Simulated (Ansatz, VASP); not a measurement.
## InSe: VASP beside Ansatz

```
Se In
1.0
     3.89200    0.00000    0.00000
    -1.94600    3.37057    0.00000
     0.00000    0.00000   36.71996
Se In
2 2
Direct
  0.00000 0.00000 0.42507
  0.00000 0.00000 0.57490
  0.66667 0.33333 0.46111
  0.66667 0.33333 0.53886
```

Alike in both runs: task single point; functional PBE; dispersion D3(BJ); k mesh 9 × 9 × 1; occupations gaussian, width 0.02 eV; no spin polarisation.

|  | VASP | Ansatz |
| --- | --- | --- |
| version | VASP 6.6.1 | Ansatz 0.2.0 |
| potentials or method | VASP PAW PBE potentials, release 64 (Se, In_d), cutoff 520 eV | scalar-relativistic, plane waves, PAW |
| valence electrons in the cell | 38 | 58 |

Ansatz gave:

- gap on the k mesh at the Fermi level (eV): 2.05
- least direct gap on the mesh (eV): 2.12
- rms of the force components (eV/Å): 0.301

Which values does VASP return?

gap on the k mesh at the Fermi level (eV): 2.04; least direct gap on the mesh (eV): 2.11; rms of the force components (eV/Å): 0.310.

VASP's potentials hold 38 valence electrons a cell and Ansatz's 58, so a difference there can come from the potentials and not from the codes. Ansatz's warnings: structure snapped to symmetry.
